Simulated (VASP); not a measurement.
# Cl (Im-3m) in VASP: a series of runs, part 2 of 2

VASP 6.6.1. Earlier steps stand in the parts before.

## 4. Single point, PBEsol (volume scaled by 0.68)

Contents of INCAR:

```
SYSTEM = Cl
  PREC = Accurate
  ENCUT = 520
  EDIFF = 1E-7
  ISMEAR = -1
  SIGMA = 0.08
  LREAL = .FALSE.
  LASPH = .TRUE.
  NELM = 100
  ALGO = Normal
  ISIF = 2
  LWAVE = .FALSE.
  LCHARG = .TRUE.
  GGA = PS
  LELF = .TRUE.
  LVHAR = .TRUE.
  NBANDS = 10
```

Contents of KPOINTS:

```
regular mesh
0
G
  15 15 15
  0 0 0
```

Contents of POSCAR:

```
Cl
1.0
   -1.4860626177      1.4860626177      1.4860626177
    1.4860626177     -1.4860626177      1.4860626177
    1.4860626177      1.4860626177     -1.4860626177
Cl
1
Direct
    0.0000000000      0.0000000000      0.0000000000
```

Potentials or basis: VASP PAW PBE potentials, release 64 (Cl).

On the command line:

```console
> cat potpaw_PBE.64/Cl/POTCAR > POTCAR
> mpirun -np 1 vasp_std > vasp.out
```

OUTCAR:

```text
SYSTEM = Cl
   PREC = Accurate
   ENCUT = 520
   EDIFF = 1E-7
   ISMEAR = -1
   LREAL = .FALSE.
   LASPH = .TRUE.
   NELM = 100
   ISIF = 2
   GGA = PS

 ion  position               nearest neighbor table
   1  0.000  0.000  0.000-

  LATTYP: Found a body centered cubic cell.
 ALAT       =     2.9721252354

  Lattice vectors:

 A1 = (  -1.4860626177,   1.4860626177,   1.4860626177)
 A2 = (   1.4860626177,  -1.4860626177,   1.4860626177)
 A3 = (   1.4860626177,   1.4860626177,  -1.4860626177)

Analysis of symmetry for initial positions (statically):
=====================================================================
 Subroutine PRICEL returns:
 Original cell was already a primitive cell.

 Routine SETGRP: Setting up the symmetry group for a
 body centered cubic supercell.

 Subroutine GETGRP returns: Found 48 space group operations
 (whereof 48 operations were pure point group operations)
 out of a pool of 48 trial point group operations.

The static configuration has the point symmetry O_h .

Analysis of symmetry for dynamics (positions and initial velocities):
=====================================================================
 Subroutine PRICEL returns:
 Original cell was already a primitive cell.

 Routine SETGRP: Setting up the symmetry group for a
 body centered cubic supercell.

 Subroutine GETGRP returns: Found 48 space group operations
 (whereof 48 operations were pure point group operations)
 out of a pool of 48 trial point group operations.

The dynamic configuration has the point symmetry O_h .

 Subroutine INISYM returns: Found 48 space group operations
 (whereof 48 operations are pure point group operations),
 and found     1 'primitive' translations

----------------------------------------------------------------------------------------

                                     Primitive cell

  volume of cell :      13.1272

[... 102 lines left out ...]
   EFERMI_NEDOS =   21; number of points for ismear=-14 and -15
   IALGO  =     38    algorithm
   IMIX   =      4    mixing-type and parameters
     AMIX     =   0.40;   BMIX     =  1.00
     AMIX_MAG =   1.60;   BMIX_MAG =  1.00
  volume/ion in A,a.u.               =      13.13        88.59
  Fermi-wavevector in a.u.,A,eV,Ry     =   1.327549  2.508703 23.978705  1.762385
  Thomas-Fermi vector in A             =   2.456853
   LORBIT       =      0    0 simple, 1 ext, 2 COOP (PROOUT), +10 PAW based schemes
   GGA     = PS    functional components
   LHFCALC =     F    Hartree Fock is set to
   AEXX    =    0.0000 exact exchange contribution
   IVDW    =     0    specifies the selected vdW correction
   LEPSILON=     F    determine dielectric tensor
   LRPA    =     F    only Hartree local field effects (RPA)
 non-spin polarized calculation
  energy-cutoff  :      520.00
  volume of cell :       13.13
 maximum number of plane-waves:       370
   NGX =  9   NGY =  9   NGZ =  9

 number of electron       7.0000001 magnetization

 Free energy of the ion-electron system (eV)
  ---------------------------------------------------
  ext. energy  EPLUGINS =         0.00000000
  ---------------------------------------------------
  free energy    TOTEN  =        -0.66186972 eV

  energy without entropy =       -0.64399105  energy(sigma->0) =       -0.65293038

 E-fermi :   9.0069     XC(G=0): -12.2264

 val. band max:        8.9294615391   @ k =   0.4000   0.0667   0.0667
 cond. band min:       9.0386579559   @ k =   0.3333   0.0667   0.0667
 fundamental gap:      0.1091964169
 Fermi energy:         9.0068983139

 k-point     1 :       0.0000    0.0000    0.0000
  band No.  band energies     occupation
      1     -11.1497      2.00000
      2      10.6609      0.00000
      3      10.6609      0.00000
      4      10.6609      0.00000
      5      22.6774      0.00000
      6      22.6774      0.00000
      7      22.6774      0.00000
      8      23.6613      0.00000
      9      26.8052      0.00000
     10      26.8052      0.00000
[... 287 lines left out ...]
 k-point    24 :       0.4000    0.2000   -0.0000
  band No.  band energies     occupation
      1      -6.1319      2.00000
      2       0.6848      2.00000
      3       4.6750      2.00000
      4       8.8487      1.75691
      5      18.7068      0.00000
      6      21.4126      0.00000
      7      26.1009      0.00000
      8      27.7523      0.00000
      9      32.3289      0.00000
     10      36.6801      0.00000

 [... further k-points ...]
[... 5 lines left out ...]
  --------------------------------------------------------------------------------------
  -------------------------------------------------------------------------------------
  Total        3.6184511      3.6184511      3.6184511     -0.0000000      0.0000000      0.0000000
  in kB      441.6334599    441.6334599    441.6334599     -0.0000000      0.0000000      0.0000000
  external PRESSURE =     441.6334599 kB  Pullay stress =       0.0000000 kB

 VOLUME and BASIS-vectors are now :
 -----------------------------------------------------------------------------
  energy-cutoff  :      520.00
  volume of cell :       13.13
      direct lattice vectors                 reciprocal lattice vectors
    -1.486062618  1.486062618  1.486062618     0.000000000  0.336459577  0.336459577
     1.486062618 -1.486062618  1.486062618     0.336459577  0.000000000  0.336459577
     1.486062618  1.486062618 -1.486062618     0.336459577  0.336459577  0.000000000

 POSITION                                       TOTAL-FORCE (eV/Angst)
 -----------------------------------------------------------------------------------
      0.00000      0.00000      0.00000         0.000000     -0.000000      0.000000
 -----------------------------------------------------------------------------------
    total drift:                               -0.000000      0.000000      0.000000

  FREE ENERGIE OF THE ION-ELECTRON SYSTEM (eV)
  ---------------------------------------------------
  free  energy   TOTEN  =        -0.6618697176 eV

  energy  without entropy=       -0.6439910477  energy(sigma->0) =       -0.65293038
```

stdout:

```text
POSCAR found type information on POSCAR Cl
 POSCAR found :  1 types and       1 ions
 scaLAPACK will be used
 -----------------------------------------------------------------------------
|                                                                             |
|                                                                             |
|     You enforced a specific xc type in the INCAR file but a different       |
|     I HOPE YOU KNOW WHAT YOU ARE DOING!                                     |
|                                                                             |
 -----------------------------------------------------------------------------

 LDA part: xc-table for (Slater+PW92), standard interpolation
 POSCAR, INCAR and KPOINTS ok, starting setup
 FFT: planning ... GRIDC
 FFT: planning ... GRID_SOFT
 FFT: planning ... GRID
 WAVECAR not read
 entering main loop
```

It took 17 s on 1 thread of AMD EPYC 7R13, shared host; peak memory 0.1 GiB.

What came out:

```
Free energy : -0.6619 eV
Pressure    : 44.2 GPa
```

Caveat: the PAW data sets were made with another functional, which shifts forces and pressure a little; an odd number of electrons without spin polarisation forces a metal; a magnetic or distorted state may lie lower.

## 5. Single point, PBEsol (volume scaled by 0.78)

Contents of INCAR:

```
SYSTEM = Cl
PREC = Accurate ; ENCUT = 520
EDIFF = 1E-6 ; ISMEAR = -1
SIGMA = 0.08 ; LREAL = .False.
LASPH = .True. ; NELM = 100
ALGO = Normal ; ISIF = 2
LWAVE = .False. ; LCHARG = .False.
GGA = PS ; NBANDS = 10
```

Contents of KPOINTS:

```
regular mesh
0
Gamma
  15 15 15
  0 0 0
```

Contents of POSCAR:

```
Cl
1.0
   -1.5556038388      1.5556038388      1.5556038388
    1.5556038388     -1.5556038388      1.5556038388
    1.5556038388      1.5556038388     -1.5556038388
Cl
1
Direct
    0.0000000000      0.0000000000      0.0000000000
```

On the command line:

```console
> cat potpaw_PBE.64/Cl/POTCAR > POTCAR
> mpirun -np 1 vasp_std > vasp.out
```

Wall time 17 s (1 thread of AMD EPYC 7R13, shared host); peak memory 0.1 GiB.

It converged, with:

```
Free energy : -1.0390 eV
Pressure    : 20.6 GPa
```

Levels at points of the mesh, in eV from the Fermi level:
```tsv
k point	band 1	band 2	band 3	band 4	band 5	band 6	band 7	band 8
(0.00, 0.00, 0.00)	-18.48	1.29	1.29	1.29	12.75	13.85	13.85	13.85
```

Caveat: the PAW data sets were made with another functional, which shifts forces and pressure a little; an odd number of electrons without spin polarisation forces a metal; a magnetic or distorted state may lie lower.

## 6. Single point, PBEsol (volume scaled by 0.88)

Contents of INCAR:

```
ALGO = Normal
EDIFF = 1E-6
ENCUT = 520
GGA = PS
ISIF = 2
ISMEAR = -1
LASPH = True
LCHARG = True
LELF = True
LREAL = False
LVHAR = True
LWAVE = False
NBANDS = 10
NELM = 100
PREC = Accurate
SIGMA = 0.08
```

Contents of KPOINTS:

```
k-points
0
Gamma
  15 15 15
```

Contents of POSCAR:

```
Cl
1.0
   -1.6194281940      1.6194281940      1.6194281940
    1.6194281940     -1.6194281940      1.6194281940
    1.6194281940      1.6194281940     -1.6194281940
Cl
1
Direct
    0.0000000000      0.0000000000      0.0000000000
```

Potentials or basis: VASP PAW PBE potentials, release 64 (Cl).

On the command line:

```console
> cat potpaw_PBE.64/Cl/POTCAR > POTCAR
> mpirun -np 1 vasp_std > vasp.out
```

It took 27 s on 1 thread of AMD EPYC 7R13, shared host; peak memory 0.11 GiB.

The run converged. Its results:

```yaml
Free_energy: -1.2043 eV
Pressure: 7.9 GPa
```

Levels at points of the mesh, in eV from the Fermi level:
```tsv
k point	band 2	band 3	band 4	band 5	band 6	band 7
(0.00, 0.00, 0.00)	1.03	1.03	1.03	11.38	13.97	13.97
```

Caveat: the PAW data sets were made with another functional, which shifts forces and pressure a little; an odd number of electrons without spin polarisation forces a metal; a magnetic or distorted state may lie lower.

## 7. The runs side by side

| cell | gap on the mesh (eV) | pressure (GPa) |
| --- | --- | --- |
| a = 2.441 Å, angles 109.5°, 1 atom | none | 89.3 |
| a = 2.574 Å, angles 109.5°, 1 atom | none | 44.2 |
| a = 2.694 Å, angles 109.5°, 1 atom | none | 20.6 |
| a = 2.805 Å, angles 109.5°, 1 atom | none | 7.9 |

Alike in all rows: task single point; level PBEsol; potentials or basis VASP PAW PBE potentials, release 64 (Cl); no spin polarisation; k mesh 15 × 15 × 15; cutoff (eV) 520; smearing fermi-dirac 0.08 eV.

Caveats: the PAW data sets were made with another functional, which shifts forces and pressure a little; an odd number of electrons without spin polarisation forces a metal; a magnetic or distorted state may lie lower.

Total energies depend on the potentials used, so only differences within one code and one set of settings carry meaning.
